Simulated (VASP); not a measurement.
Write the native input for VASP 6.6.1 that does the following.

- Task: single point
- Functional: PBE
- Potentials or basis: VASP PAW PBE potentials, release 64 (Mg, Si)
- Cutoff: 520 eV
- k mesh: 9 × 9 × 1
- Occupations: gaussian, width 0.1 eV
- Spin: no spin polarisation
- Dipole correction: yes
- Further INCAR settings: ALGO = Normal; EDIFF = 1e-07; NBANDS = 14

The structure of Mg4Si lies in POSCAR:

```
Mg4Si
1.0
    3.2100692859      0.0000000000      0.0000000000
   -1.6050346429      2.7800015495      0.0000000000
    0.0000000000      0.0000000000     23.2147784313
Mg Si
4 1
Direct
    0.6666666667      0.3333333333      0.1723040352
    0.3333333333      0.6666666667      0.2829644272
    0.6666666667      0.3333333333      0.3920793237
    0.3333333333      0.6666666667      0.5046258988
    0.8333333333      1.0000000000      0.6016714804
```

These files were run (other wordings do the same):

INCAR

```
PREC = Accurate ; ENCUT = 520
EDIFF = 1E-7 ; ISMEAR = 0
SIGMA = 0.1 ; LREAL = False
LASPH = True ; NELM = 100
ALGO = Normal ; ISIF = 2
LWAVE = False ; LCHARG = False
LDIPOL = True ; IDIPOL = 3
DIPOL = 0.5 0.5 0.391 ; GGA = PE
NBANDS = 14
```

KPOINTS

```
regular mesh
0
Gamma
  9 9 1
```

Potentials or basis: VASP PAW PBE potentials, release 64 (Mg, Si).

Run with:

```bash
$ cat potpaw_PBE.64/Mg/POTCAR potpaw_PBE.64/Si/POTCAR > POTCAR
$ mpirun -np 1 vasp_std > vasp.out
```

Results of the run:

```yaml
Largest_force: 0.358 eV/Å
Band_gap_on_the_k_mesh: zero (bands 6 and 7 overlap by 0.23 eV)
```

Run time: 74 s on 1 thread of Intel(R) Xeon(R) 6975P-C (Granite Rapids), with other jobs on the host, peak memory 0.35 GiB.
